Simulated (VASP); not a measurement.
**Hg: single point with PBE**

The system is Hg.

```
Hg
1.0
     4.29060    0.00000    0.00000
    -2.14530    3.71577    0.00000
     0.00000    0.00000    2.49561
Hg
3
Direct
  0.00000 0.00000 0.00000
  0.33333 0.66667 0.50000
  0.66667 0.33333 0.50000
```

This cell differs from its parent crystal: volume scaled by 0.45.

| Property | Result |
| --- | --- |
| Program | VASP 6.6.1 |
| Task | single point |
| Functional | PBE |
| Potentials or basis | VASP PAW PBE potentials, release 64 (Hg) |
| Cutoff | 520 eV |
| k mesh | 7 × 7 × 10 |
| Occupations | fermi-dirac, width 0.05 eV |
| Spin | no spin polarisation |

- Pressure: 181.0 GPa
- Band gap on the k mesh: zero (band 18 reaches 13.82 eV, above the bottom of band 19 at 10.06 eV)

Stress tensor (GPa, compression positive):
```
180.47   0.00   0.00
  0.00 180.47   0.00
  0.00   0.00 182.13
```

Levels at points of the mesh, in eV from the Fermi level:
| k point | band 16 | band 17 | band 18 | band 19 | band 20 | band 21 |
| --- | --- | --- | --- | --- | --- | --- |
| (0.00, 0.00, 0.00) | -7.50 | -0.70 | 0.14 | 1.43 | 1.43 | 1.43 |
| (0.00, 0.00, 0.50) | -4.46 | -3.66 | 3.25 | 4.06 | 4.14 | 4.14 |

Wall time 68 s on 1 thread of AMD EPYC 7R13, with other jobs on the host, peak memory 0.15 GiB.

Caveat: spin-orbit coupling is left out, which moves the levels of the heavy elements.
